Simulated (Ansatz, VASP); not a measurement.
This is a calculation of Ge for Ansatz 0.2.0.

The input input.yaml:

```yaml
crystal:
  lattice:
    - [1.397149, -2.600516, 0.0]
    - [1.397149, 2.600516, 0.0]
    - [0.0, 0.0, 2.698231]
  atoms:
    - { symbol: Ge, position: [0.5, 0.5, 0.0] }
kpoints:
  mp_grid: { grid: [11, 11, 10] }
scf:
  occupations: { method: gaussian, width: 0.05 }
hamiltonian:
  xc: pbe
  pseudopotentials: { kind: all_electron, lapw: { basis_error: 0.001 } }
output:
  forces: true
  stress: true
  eigenvalues: true
```

Potentials or basis: all-electron LAPW, scalar-relativistic.

Run with:

```sh
$ ansatz run input.yaml --threads 1 --pin off --max-ram 3072MiB --backend cpu --events-out ev --progress --plain --runs-dir out
```

Translate it to VASP 6.6.1. Potentials there: VASP PAW PBE potentials, release 64 (Ge_d).

As run (the cutoff follows the program's own potentials):

INCAR

```
SYSTEM = Ge
PREC = Accurate
ENCUT = 520
EDIFF = 1E-6
ISMEAR = 0
SIGMA = 0.05
LREAL = .FALSE.
LASPH = .TRUE.
NELM = 60
ALGO = Normal
ISIF = 2
LWAVE = .FALSE.
LCHARG = .FALSE.
GGA = PE
NBANDS = 13
```

Contents of KPOINTS:

```
regular mesh
0
G
  11 11 10
  0 0 0
```

POSCAR

```
Ge
1.0
    1.3971490000     -2.6005160000      0.0000000000
    1.3971490000      2.6005160000      0.0000000000
    0.0000000000      0.0000000000      2.6982310000
Ge
1
Direct
    0.5000000000      0.5000000000      0.0000000000
```

Potentials or basis: VASP PAW PBE potentials, release 64 (Ge_d).

The run is started by

```bash
$ cat potpaw_PBE.64/Ge_d/POTCAR > POTCAR
$ mpirun -np 1 vasp_std > vasp.out
```

Both were run:

|  | VASP | Ansatz | Ansatz less VASP |
| --- | --- | --- | --- |
| gap on the k mesh at the Fermi level (eV) | none | none | - |
| pressure (GPa) | -0.8 | -0.6 | +0.23 |
| traceless stress, the component that is largest in VASP (GPa) | -2.14 | -2.15 | -0.012 |

A gap of «none» marks a metal or a gap that the smearing closes. Ansatz ran all-electron here, and VASP with PAW potentials.
